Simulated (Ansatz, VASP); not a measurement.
## Pt: VASP beside Ansatz

```
Pt
1.0
     2.76067    0.00000    0.00000
    -1.38033    2.39081    0.00000
     0.00000    0.00000    4.55253
Pt
2
Direct
  0.66667 0.33333 0.75000
  0.33333 0.66667 0.25000
```

Change from the starting cell: strain +0.000 along x and y, -0.050 along z, atoms carried along.

Alike in both runs: task single point; functional r2SCAN; k mesh 18 × 18 × 10; occupations gaussian, width 0.15 eV; no spin polarisation.

|  | VASP | Ansatz |
| --- | --- | --- |
| version | VASP 6.6.1 | Ansatz 0.2.0 |
| potentials or method | VASP PAW PBE potentials, release 64 (Pt), cutoff 520 eV | scalar-relativistic, plane waves, PAW |
| valence electrons in the cell | 20 | 36 |

```csv
,VASP,Ansatz,Ansatz less VASP
gap on the k mesh at the Fermi level (eV),none,none,-
pressure (GPa),7.6,6.8,-0.81
"traceless stress, the component that is largest in VASP (GPa)",6.28,6.39,+0.102
```

VASP's potentials were made for PBE, not for r2SCAN. A gap of «none» marks a metal or a gap that the smearing closes. VASP's potentials hold 20 valence electrons a cell and Ansatz's 36, so a difference there can come from the potentials and not from the codes.

Spin-orbit coupling is off throughout.
